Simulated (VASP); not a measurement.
# MgS (P6_3mc) in VASP: notebook

Aim: see how the results for MgS move with the level of theory and the settings. Levels: PBEsol, PBE, LDA. Tasks: single point.

All numbers are computed with VASP 6.6.1; they aren't measurements. Logs are shortened: lines on timing, memory, paths and dates and some standing lists are left out, and cuts for length are marked.

## Step 1: The cell of the first run

Symmetry: P6_3mc, No. 186, hexagonal system. The conventional cell has a = 4.035 Å, b = 4.035 Å, c = 6.432 Å, α = 90.00°, β = 90.00°, γ = 120.00°. Within 3.2 Å of S (site symmetry 3m) lie 4 Mg at 2.45 to 2.47 Å. Within 3.2 Å of Mg (site symmetry 3m) lie 4 S at 2.45 to 2.47 Å.

## Step 2: Single point, PBEsol

The input, INCAR:

```
SYSTEM = MgS
ALGO = Normal ; EDIFF = 1E-6
ENCUT = 520 ; GGA = PS
ISIF = 2 ; ISMEAR = -1
LASPH = .True. ; LCHARG = .True.
LELF = .True. ; LREAL = .False.
LVHAR = .True. ; LWAVE = .False.
NBANDS = 16 ; NELM = 100
PREC = Accurate ; SIGMA = 0.05
```

The input, KPOINTS:

```
k-points
0
Gamma
  8 8 4
  0 0 0
```

The input, POSCAR:

```
MgS
1.0
    4.0346224068      0.0000000000      0.0000000000
   -2.0173112034      3.4940854990      0.0000000000
    0.0000000000      0.0000000000      6.4322941800
S Mg
2 2
Direct
    0.6666666667      0.3333333333      0.8792441500
    0.3333333333      0.6666666667      0.3792441500
    0.3333333333      0.6666666667      0.9957548500
    0.6666666667      0.3333333333      0.4957548500
```

Potentials or basis: VASP PAW PBE potentials, release 64 (S, Mg).

The run is started by

```sh
$ cat potpaw_PBE.64/S/POTCAR potpaw_PBE.64/Mg/POTCAR > POTCAR
$ mpirun -np 1 vasp_std > vasp.out
```

OUTCAR:

```text
SYSTEM = MgS
   EDIFF = 1E-6
   ENCUT = 520
   GGA = PS
   ISIF = 2
   ISMEAR = -1
   LASPH = .True.
   LREAL = .False.
   NELM = 100
   PREC = Accurate

 ion  position               nearest neighbor table
   1  0.667  0.333  0.879-   3 2.45   3 2.45   3 2.45   4 2.47
   2  0.333  0.667  0.379-   4 2.45   4 2.45   4 2.45   3 2.47
   3  0.333  0.667  0.996-   1 2.45   1 2.45   1 2.45   2 2.47
   4  0.667  0.333  0.496-   2 2.45   2 2.45   2 2.45   1 2.47

  LATTYP: Found a hexagonal cell.
 ALAT       =     4.0346224068
 C/A-ratio  =     1.5942741430

  Lattice vectors:

 A1 = (   4.0346224068,   0.0000000000,   0.0000000000)
 A2 = (  -2.0173112034,   3.4940854990,   0.0000000000)
 A3 = (   0.0000000000,   0.0000000000,   6.4322941800)

Analysis of symmetry for initial positions (statically):
=====================================================================
 Subroutine PRICEL returns:
 Original cell was already a primitive cell.

 Routine SETGRP: Setting up the symmetry group for a
 hexagonal supercell.

 Subroutine GETGRP returns: Found 12 space group operations
 (whereof  6 operations were pure point group operations)
 out of a pool of 24 trial point group operations.

The static configuration has the point symmetry C_3v.
 The point group associated with its full space group is C_6v.

Analysis of symmetry for dynamics (positions and initial velocities):
=====================================================================
 Subroutine PRICEL returns:
 Original cell was already a primitive cell.

 Routine SETGRP: Setting up the symmetry group for a
 hexagonal supercell.

 Subroutine GETGRP returns: Found 12 space group operations
 (whereof  6 operations were pure point group operations)
 out of a pool of 24 trial point group operations.

The dynamic configuration has the point symmetry C_3v.
 The point group associated with its full space group is C_6v.

 Subroutine INISYM returns: Found 12 space group operations
 (whereof  6 operations are pure point group operations),
 and found     1 'primitive' translations

----------------------------------------------------------------------------------------

                                     Primitive cell

  volume of cell :      90.6781

  direct lattice vectors                    reciprocal lattice vectors
     4.034622407  0.000000000  0.000000000     0.247854669  0.143098960  0.000000000
    -2.017311203  3.494085499  0.000000000     0.000000000  0.286197919  0.000000000
[... 87 lines left out ...]
   ENCUT  =  520.0 eV  38.22 Ry    6.18 a.u.   7.50  7.50 11.96*2*pi/ulx,y,z
   NELM   =    100;   NELMIN=  2; NELMDL= -5     # of ELM steps
   EDIFF  = 0.1E-05   stopping-criterion for ELM
   LREAL  =      F    real-space projection
   EDIFFG = 0.1E-04   stopping-criterion for IOM
   NSW    =      0    number of steps for IOM
   IBRION =     -1    ionic relax: 0-MD 1-quasi-New 2-CG
   NFREE  =      0    steps in history (QN), initial steepest desc. (CG)
   ISIF   =      2    stress and relaxation
   ISYM   =      2    0-nonsym 1-usesym 2-fastsym
   POTIM  = 0.5000    time-step for ionic-motion
   TEBEG  =    0.0;   TEEND  =   0.0 temperature during run
   PSTRESS=    0.0 pullay stress
   NELECT =      16.0000    total number of electrons
   NUPDOWN=      -1.0000    fix difference up-down
   EMIN   =  10.00;   EMAX   =-10.00  energy-range for DOS
   EFERMI =   0.00;   METHOD = LEGACY
   ISMEAR =    -1;   SIGMA  =   0.05  broadening in eV -4-tet -1-fermi 0-gaus
   EFERMI_NEDOS =   21; number of points for ismear=-14 and -15
   IALGO  =     38    algorithm
   IMIX   =      4    mixing-type and parameters
     AMIX     =   0.40;   BMIX     =  1.00
     AMIX_MAG =   1.60;   BMIX_MAG =  1.00
  volume/ion in A,a.u.               =      22.67       152.98
  Fermi-wavevector in a.u.,A,eV,Ry     =   0.918221  1.735187 11.471486  0.843130
  Thomas-Fermi vector in A             =   2.043279
   LORBIT       =      0    0 simple, 1 ext, 2 COOP (PROOUT), +10 PAW based schemes
   GGA     = PS    functional components
   LHFCALC =     F    Hartree Fock is set to
   AEXX    =    0.0000 exact exchange contribution
   IVDW    =     0    specifies the selected vdW correction
   LEPSILON=     F    determine dielectric tensor
   LRPA    =     F    only Hartree local field effects (RPA)
 non-spin polarized calculation
  energy-cutoff  :      520.00
  volume of cell :       90.68
 maximum number of plane-waves:      2464
 NGX is ok and might be reduce to    30
   NGX = 15   NGY = 15   NGZ = 23

 number of electron      16.0000004 magnetization

 Free energy of the ion-electron system (eV)
  ---------------------------------------------------
  ext. energy  EPLUGINS =         0.00000000
  ---------------------------------------------------
  free energy    TOTEN  =       -17.87159301 eV

  energy without entropy =      -17.87159301  energy(sigma->0) =      -17.87159301

 E-fermi :   2.1198     XC(G=0):  -8.5701

 val. band max:        1.1372958331   @ k =   0.0000   0.0000   0.0000
 cond. band min:       4.4068557584   @ k =   0.0000   0.0000   0.0000
 fundamental gap:      3.2695599253
 Fermi energy:         2.1197684163

 k-point     1 :       0.0000    0.0000    0.0000
  band No.  band energies     occupation
      1     -10.2766      2.00000
      2      -9.5338      2.00000
      3      -2.1403      2.00000
      4       0.5499      2.00000
      5       0.5499      2.00000
      6       0.9744      2.00000
[... 433 lines left out ...]
      3      -1.7973      2.00000
      4      -1.7973      2.00000
      5       0.2588      2.00000
      6       0.2588      2.00000
[... 8 lines left out ...]
     15      10.2279      0.00000
     16      10.2279      0.00000

 [... further k-points ...]
[... 5 lines left out ...]
  --------------------------------------------------------------------------------------
  -------------------------------------------------------------------------------------
  Total       -0.1676989     -0.1676989     -0.3532479      0.0000000      0.0000000      0.0000000
  in kB       -2.9630472     -2.9630472     -6.2414835      0.0000000      0.0000000      0.0000000
  external PRESSURE =      -4.0558593 kB  Pullay stress =       0.0000000 kB

 VOLUME and BASIS-vectors are now :
 -----------------------------------------------------------------------------
  energy-cutoff  :      520.00
  volume of cell :       90.68
      direct lattice vectors                 reciprocal lattice vectors
     4.034622407  0.000000000  0.000000000     0.247854669  0.143098960  0.000000000
    -2.017311203  3.494085499  0.000000000     0.000000000  0.286197919  0.000000000
     0.000000000  0.000000000  6.432294180     0.000000000  0.000000000  0.155465526

 POSITION                                       TOTAL-FORCE (eV/Angst)
 -----------------------------------------------------------------------------------
      2.01731      1.16470      5.65556         0.000000      0.000000     -0.045037
     -0.00000      2.32939      2.43941         0.000000      0.000000     -0.045037
     -0.00000      2.32939      6.40499        -0.000000     -0.000000      0.045037
      2.01731      1.16470      3.18884        -0.000000      0.000000      0.045037
 -----------------------------------------------------------------------------------
    total drift:                                0.000000      0.000000     -0.000025

  FREE ENERGIE OF THE ION-ELECTRON SYSTEM (eV)
  ---------------------------------------------------
  free  energy   TOTEN  =       -17.8715930070 eV

  energy  without entropy=      -17.8715930069  energy(sigma->0) =      -17.87159301
```

OSZICAR:

```text
N       E                     dE             d eps       ncg     rms          rms(c)
DAV:   1     0.606678902992E+02    0.60668E+02   -0.58893E+03   960   0.804E+02
DAV:   2    -0.129562694377E+02   -0.73624E+02   -0.67721E+02  1400   0.137E+02
DAV:   3    -0.187503495988E+02   -0.57941E+01   -0.57702E+01  1296   0.414E+01
DAV:   4    -0.188205901320E+02   -0.70241E-01   -0.70230E-01  1152   0.557E+00
DAV:   5    -0.188218334747E+02   -0.12433E-02   -0.12433E-02  1296   0.758E-01    0.529E+00
DAV:   6    -0.179419150070E+02    0.87992E+00   -0.13079E+00  1048   0.526E+00    0.387E+00
DAV:   7    -0.178671255622E+02    0.74789E-01   -0.32286E-01  1176   0.264E+00    0.278E+00
DAV:   8    -0.178737425998E+02   -0.66170E-02   -0.29568E-02  1056   0.111E+00    0.172E+00
DAV:   9    -0.178713575828E+02    0.23850E-02   -0.39890E-03  1136   0.405E-01    0.406E-01
DAV:  10    -0.178715708282E+02   -0.21325E-03   -0.10871E-03  1216   0.150E-01    0.393E-02
DAV:  11    -0.178715929404E+02   -0.22112E-04   -0.54139E-05  1088   0.396E-02    0.607E-02
DAV:  12    -0.178715930070E+02   -0.66596E-07   -0.63557E-06  1304   0.131E-02
   1 F= -.17871593E+02 E0= -.17871593E+02  d E =-.798196E-10
```

stdout:

```text
POSCAR found type information on POSCAR S Mg
 POSCAR found :  2 types and       4 ions
 scaLAPACK will be used
 -----------------------------------------------------------------------------
|                                                                             |
|                                                                             |
|     You enforced a specific xc type in the INCAR file but a different       |
|     I HOPE YOU KNOW WHAT YOU ARE DOING!                                     |
|                                                                             |
 -----------------------------------------------------------------------------

 LDA part: xc-table for (Slater+PW92), standard interpolation
 POSCAR, INCAR and KPOINTS ok, starting setup
 FFT: planning ... GRIDC
 FFT: planning ... GRID_SOFT
 FFT: planning ... GRID
 WAVECAR not read
 entering main loop
```

Wall time 34 s (1 thread of Intel Xeon Platinum 8488C (Sapphire Rapids), shared host); peak memory 0.2 GiB.

What came out:

* Free energy: -17.8716 eV
* Pressure: -0.4 GPa
* Largest force: 0.045 eV/Å
* Band gap on the k mesh: 3.27 eV, direct

Forces in eV/Å, atoms in the order of the input:
```
S    0.000  0.000 -0.045
S    0.000  0.000 -0.045
Mg   0.000  0.000  0.045
Mg   0.000  0.000  0.045
```

Stress tensor (GPa, compression positive):
```
-0.30  0.00  0.00
 0.00 -0.30  0.00
 0.00  0.00 -0.62
```

Caveat: the PAW data sets were made with another functional, which shifts forces and pressure a little. A hybrid or GW would open this gap; PBEsol tends to underestimate it.

## Step 3: Single point, PBE

The input, INCAR:

```
ALGO = Normal
EDIFF = 1E-6
ENCUT = 520
GGA = PE
ISIF = 2
ISMEAR = -1
LASPH = True
LCHARG = True
LELF = True
LREAL = False
LVHAR = True
LWAVE = False
NBANDS = 16
NELM = 60
PREC = Accurate
SIGMA = 0.05
```

The input, KPOINTS:

```
k-points
0
Gamma
  8 8 4
```

POSCAR is that of step 2.

Potentials or basis: VASP PAW PBE potentials, release 64 (S, Mg).

The run is started by

```sh
$ cat potpaw_PBE.64/S/POTCAR potpaw_PBE.64/Mg/POTCAR > POTCAR
$ mpirun -np 1 vasp_std > vasp.out
```

It took 33 s on 1 thread of AMD EPYC 7R13 (Zen 3), shared host; peak memory 0.18 GiB.

It converged, with:

```
Free energy            : -16.9757 eV
Pressure               : 0.9 GPa
Largest force          : 0.048 eV/Å
Band gap on the k mesh : 3.43 eV, direct
```

Forces in eV/Å, atoms in the order of the input:
```
S    0.000  0.000 -0.048
S    0.000  0.000 -0.048
Mg   0.000  0.000  0.048
Mg   0.000  0.000  0.048
```

Stress tensor (GPa, compression positive):
```
1.00 0.00 0.00
0.00 1.00 0.00
0.00 0.00 0.75
```

Levels at points of the mesh, in eV from the valence-band top:
```
           k point  band 4  band 5  band 6  band 7  band 8  band 9  band 10  band 11  band 12  band 13
(0.00, 0.00, 0.00)   -0.58   -0.58   -0.16   -0.16    0.00    3.43     4.67     7.47     7.47     8.21
(0.50, 0.00, 0.00)   -2.45   -1.88   -1.25   -0.93   -0.48    4.72     5.20     5.80     7.49     8.30
(0.00, 0.00, 0.50)   -1.91   -0.38   -0.38   -0.38   -0.38    4.90     4.90     7.61     7.61     7.62
(0.50, 0.00, 0.50)   -3.11   -0.90   -0.90   -0.80   -0.80    4.65     4.65     6.28     6.28     9.22
```

## Step 4: Single point, LDA

Changes to INCAR since step 3:

```diff
@@ -3,3 +3,2 @@
 ENCUT = 520
-GGA = PE
 ISIF = 2
@@ -13,3 +12,3 @@
 NBANDS = 16
-NELM = 60
+NELM = 100
 PREC = Accurate
```

KPOINTS is that of step 3.

POSCAR is that of step 3.

Potentials or basis: VASP PAW LDA potentials, release 64 (S, Mg).

The run is started by

```sh
$ cat potpaw_LDA.64/S/POTCAR potpaw_LDA.64/Mg/POTCAR > POTCAR
$ mpirun -np 1 vasp_std > vasp.out
```

Run time: 33 s. Hardware: 1 thread of AMD EPYC 7R13 (Zen 3), shared host; peak memory 0.15 GiB.

The run converged. Its results:

- Free energy: -18.7951 eV
- Pressure: -2.4 GPa
- Largest force: 0.054 eV/Å
- Band gap on the k mesh: 3.16 eV, direct

Forces on the atoms (eV/Å):
```
S    0.000  0.000 -0.054
S    0.000  0.000 -0.054
Mg   0.000  0.000  0.054
Mg   0.000  0.000  0.054
```

Stress tensor (GPa, compression positive):
```
-2.34  0.00  0.00
 0.00 -2.34  0.00
 0.00  0.00 -2.52
```

Levels at points of the mesh, in eV from the valence-band top:
| k point | band 5 | band 6 | band 7 | band 8 | band 9 | band 10 | band 11 | band 12 |
| --- | --- | --- | --- | --- | --- | --- | --- | --- |
| (0.00, 0.00, 0.00) | -0.59 | -0.16 | -0.16 | 0.00 | 3.16 | 4.43 | 7.28 | 7.28 |
| (0.50, 0.00, 0.00) | -1.93 | -1.28 | -0.97 | -0.48 | 4.48 | 4.99 | 5.57 | 7.32 |
| (0.00, 0.00, 0.50) | -0.38 | -0.38 | -0.38 | -0.38 | 4.66 | 4.66 | 7.39 | 7.39 |
| (0.50, 0.00, 0.50) | -0.92 | -0.92 | -0.83 | -0.83 | 4.40 | 4.40 | 6.08 | 6.08 |

## Step 5: Single point, LDA

This run uses another cell than the first one, of 21.31 Å³/atom, 0.940 times its volume.

The input, INCAR:

```
ALGO = Normal
EDIFF = 1E-6
ENCUT = 520
GGA = CA
ISIF = 2
ISMEAR = -1
LASPH = T
LCHARG = F
LREAL = F
LWAVE = F
NBANDS = 16
NELM = 80
PREC = Accurate
SIGMA = 0.05
```

KPOINTS is that of step 4.

The input, POSCAR:

```
MgS
1.0
    3.9522600636      0.0000000000      0.0000000000
   -1.9761300318      3.4227576175      0.0000000000
    0.0000000000      0.0000000000      6.3009860259
S Mg
2 2
Direct
    0.6666666667      0.3333333333      0.8792441500
    0.3333333333      0.6666666667      0.3792441500
    0.3333333333      0.6666666667      0.9957548500
    0.6666666667      0.3333333333      0.4957548500
```

The run is started by

```sh
$ cat potpaw_LDA.64/S/POTCAR potpaw_LDA.64/Mg/POTCAR > POTCAR
$ mpirun -np 1 vasp_std > vasp.out
```

Run time: 48 s. Hardware: 1 thread of Intel Xeon 8259CL, shared host; peak memory 0.18 GiB.

It converged, with:

| Quantity | Value |
| --- | --- |
| Free energy | -18.8153 eV |
| Pressure | 1.3 GPa |
| Largest force | 0.047 eV/Å |
| Band gap on the k mesh | 3.47 eV, direct |

Forces in eV/Å, atoms in the order of the input:
```
S    0.000  0.000 -0.047
S    0.000  0.000 -0.047
Mg   0.000  0.000  0.047
Mg   0.000  0.000  0.047
```

Stress tensor (GPa, compression positive):
```
1.48 0.00 0.00
0.00 1.48 0.00
0.00 0.00 1.03
```

Levels at points of the mesh, in eV from the valence-band top:
```csv
k point,band 6,band 7,band 8,band 9,band 10,band 11
"(0.00, 0.00, 0.00)",-0.17,-0.17,0.00,3.47,4.63,7.40
"(0.50, 0.00, 0.00)",-1.37,-1.05,-0.51,4.50,5.02,5.78
"(0.00, 0.00, 0.50)",-0.41,-0.41,-0.41,4.94,4.94,7.54
"(0.50, 0.00, 0.50)",-0.98,-0.89,-0.89,4.46,4.46,6.18
```

## Step 6: The runs side by side

| level | potentials or basis | cell | gap on the mesh (eV) | pressure (GPa) | largest force (eV/Å) |
| --- | --- | --- | --- | --- | --- |
| PBEsol | VASP PAW PBE potentials, release 64 (S, Mg) | a = 4.035, b = 4.035, c = 6.432 Å, angles 90.0, 90.0, 120.0°, 4 atoms | 3.27 | -0.4 | 0.05 |
| PBE | VASP PAW PBE potentials, release 64 (S, Mg) | a = 4.035, b = 4.035, c = 6.432 Å, angles 90.0, 90.0, 120.0°, 4 atoms | 3.43 | 0.9 | 0.05 |
| LDA | VASP PAW LDA potentials, release 64 (S, Mg) | a = 4.035, b = 4.035, c = 6.432 Å, angles 90.0, 90.0, 120.0°, 4 atoms | 3.16 | -2.4 | 0.05 |
| LDA | VASP PAW LDA potentials, release 64 (S, Mg) | a = 3.952, b = 3.952, c = 6.301 Å, angles 90.0, 90.0, 120.0°, 4 atoms | 3.47 | 1.3 | 0.05 |

Alike in all rows: task single point; no spin polarisation; k mesh 8 × 8 × 4; cutoff (eV) 520; smearing fermi-dirac 0.05 eV.

Caveats: the PAW data sets were made with another functional, which shifts forces and pressure a little (some runs).

Total energies depend on the potentials used, so only differences within one code and one set of settings carry meaning.
